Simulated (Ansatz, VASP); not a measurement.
**MnHg: VASP beside Ansatz**

The input INCAR:

```
SYSTEM = MnHg
PREC     = Accurate       ! precision mode
ENCUT    = 520            ! plane-wave cutoff, eV
EDIFF    = 1E-6           ! SCF threshold, eV
ISMEAR   = -1             ! smearing method
SIGMA    = 0.1            ! smearing width, eV
LREAL    = .False.        ! projectors in reciprocal space
LASPH    = .True.         ! aspherical terms in the spheres
NELM     = 150            ! most SCF steps
ALGO     = Normal         ! electronic algorithm
ISIF     = 2              ! what is computed and relaxed
LWAVE    = .False.        ! write WAVECAR
LCHARG   = .True.         ! write CHGCAR
ISPIN    = 2              ! spin polarisation
MAGMOM   = 2.8 0          ! initial moments
LORBIT   = 11             ! projections on sites
LMAXMIX  = 4              ! l up to which the mixer works
GGA      = PE             ! functional
LELF     = .True.         ! ELF
LVHAR    = .True.       
NBANDS   = 24             ! bands
```

Contents of KPOINTS:

```
regular mesh
0
Gamma
  9 9 9
  0 0 0
```

POSCAR

```
MnHg
1.0
    3.3312681198      0.0000000000      0.0000000000
    0.0000000000      3.3312681198      0.0000000000
    0.0000000000      0.0000000000      3.3565971049
Mn Hg
1 1
Direct
    0.5000000000      0.5000000000      0.5000000000
    0.0000000000      0.0000000000      0.0000000000
```

Input for Ansatz:

```yaml
crystal:
  lattice:
    - [3.3312681197607423, 0.0, 0.0]
    - [0.0, 3.3312681197607423, 0.0]
    - [0.0, 0.0, 3.356597104856247]
  atoms:
    - { symbol: Mn, position: [0.5, 0.5, 0.5], spin: 2.8 }
    - { symbol: Hg, position: [0.0, 0.0, 0.0] }
basis:
  ecutwfc: 510.0
kpoints:
  mp_grid:
    grid: [9, 9, 9]
hamiltonian:
  xc: pbe
magnetization:
  spin_polarized: true
scf:
  occupations:
    method: fermi_dirac
output:
  stress: true
```

Alike in both runs: task single point; functional PBE; k mesh 9 × 9 × 9; collinear spin.

```csv
,VASP,Ansatz
version,VASP 6.6.1,Ansatz 0.2.0
potentials or method,"VASP PAW PBE potentials, release 64 (Mn_pv, Hg), cutoff 520 eV","plane waves, PAW"
occupations,"fermi-dirac, width 0.1 eV",fermi-dirac
valence electrons in the cell,25,35
```

```tsv
	VASP	Ansatz	Ansatz less VASP
pressure (GPa)	-0.9	-1.4	-0.41
net moment per atom (μB)	1.96	1.96	-0.002
size of the moment on the site where the two differ most (μB)	3.83	3.89	+0.061
```

Site moments also hang on the region over which each program counts them. VASP's potentials hold 25 valence electrons a cell and Ansatz's 35, so a difference there can come from the potentials and not from the codes.

Neither program's run includes spin-orbit coupling.
